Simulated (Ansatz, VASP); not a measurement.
# Two plane-wave programs on Ir

```
Ir
1.0
     0.00000    1.93533    1.93533
     1.93533    0.00000    1.93533
     1.93533    1.93533    0.00000
Ir
1
Direct
  0.00000 0.00000 0.00000
```

Alike in both runs: functional PBE; k mesh 18 × 18 × 18; occupations gaussian, width 0.1 eV; no spin polarisation.

Ansatz relaxed the structure, and its values are those at the end. VASP's run is a single point on that final structure, the one shown.

|  | VASP | Ansatz |
| --- | --- | --- |
| version | VASP 6.6.1 | Ansatz 0.2.0 |
| potentials or method | VASP PAW PBE potentials, release 64 (Ir), cutoff 520 eV | scalar-relativistic, plane waves, PAW |
| valence electrons in the cell | 9 | 17 |

Ansatz gave:

| Item | Value |
| --- | --- |
| gap on the k mesh at the Fermi level (eV) | none |
| pressure (GPa) | 0.0 |

Question: What did VASP give for the same quantities?

Answer: gap on the k mesh at the Fermi level (eV): none; pressure (GPa): 0.5.

A gap of «none» marks a metal or a gap that the smearing closes. The functional is the same, so the differences come from potentials, cutoffs and numerics. VASP's potentials hold 9 valence electrons a cell and Ansatz's 17, so a difference there can come from the potentials and not from the codes.

Spin-orbit coupling is off throughout.
